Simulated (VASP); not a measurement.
Set up this calculation in VASP 6.6.1, as the native input.

| Property | Result |
| --- | --- |
| Task | single point |
| Functional | PBE |
| Potentials or basis | VASP PAW PBE potentials, release 64 (Si) |
| Cutoff | 520 eV |
| k mesh | 10 × 10 × 10 |
| Occupations | gaussian, width 0.05 eV |
| Spin | no spin polarisation |
| Dipole correction | no |
| Further INCAR settings | ALGO = Normal; EDIFF = 1e-06; NBANDS = 16 |

The structure of Si lies in POSCAR:

```
Si
1.0
   -3.8306927834      3.8306927834      1.9304179815
    3.8306927834     -3.8306927834      1.9304179815
    3.3623111330      3.3623111330     -1.9304179815
Si
4
Direct
    0.1786105079      0.1786105079      0.3572210158
    0.8213894921      0.8213894921      0.6427789842
    0.1786105079      0.8213894921      0.0000000000
    0.8213894921      0.1786105079      0.0000000000
```

The input as run:

INCAR

```
SYSTEM = Si
PREC = Accurate ; ENCUT = 520
EDIFF = 1E-6 ; ISMEAR = 0
SIGMA = 0.05 ; LREAL = .False.
LASPH = .True. ; NELM = 100
ALGO = Normal ; ISIF = 2
LWAVE = .False. ; LCHARG = .False.
GGA = PE ; NBANDS = 16
```

KPOINTS

```
regular mesh
0
Gamma
  10 10 10
  0 0 0
```

Potentials or basis: VASP PAW PBE potentials, release 64 (Si).

Command:

```bash
$ cat potpaw_PBE.64/Si/POTCAR > POTCAR
$ mpirun -np 1 vasp_std > vasp.out
```

Results of the run:

| Property | Result |
| --- | --- |
| Pressure | -8.1 GPa |
| Largest force | 0.787 eV/Å |
| Band gap on the k mesh | zero (bands 8 and 9 overlap by 0.48 eV) |

Caveat: the stress differs along the axes, from -11 to -2 GPa; semilocal functionals underestimate gaps, and a narrow one can read as zero.

Run time: 2.3 min on 1 thread of Intel(R) Xeon(R) 6975P-C (Granite Rapids) (shared host), peak memory 0.4 GiB.
